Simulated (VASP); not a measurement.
Input of a VASP 6.6.1 run:

The input INCAR:

```
PREC = Accurate ; ENCUT = 520
EDIFF = 1E-6 ; ISMEAR = -1
SIGMA = 0.1 ; LREAL = False
LASPH = True ; NELM = 100
ALGO = Normal ; ISIF = 2
LWAVE = False ; LCHARG = False
GGA = B5 ; ALDAX = 1.0
AGGAX = 1.0 ; AGGAC = 1.0
ALDAC = 0.0 ; NBANDS = 12
```

File KPOINTS:

```
Automatic mesh
0
Gamma
  15 15 15
```

The input POSCAR:

```
Cu
1.0
    0.0000000000      1.8509331775      1.8509331775
    1.8509331775      0.0000000000      1.8509331775
    1.8509331775      1.8509331775      0.0000000000
Cu
1
Direct
    0.0000000000      0.0000000000      0.0000000000
```

Potentials or basis: VASP PAW PBE potentials, release 64 (Cu).

The run is started by

```console
$ cat potpaw_PBE.64/Cu/POTCAR > POTCAR
$ mpirun -np 1 vasp_std > vasp.out
```

Question: Predict the pressure.

Answer: 0.7 GPa.

Caveat: the PAW data sets were made with another functional, which shifts forces and pressure a little.
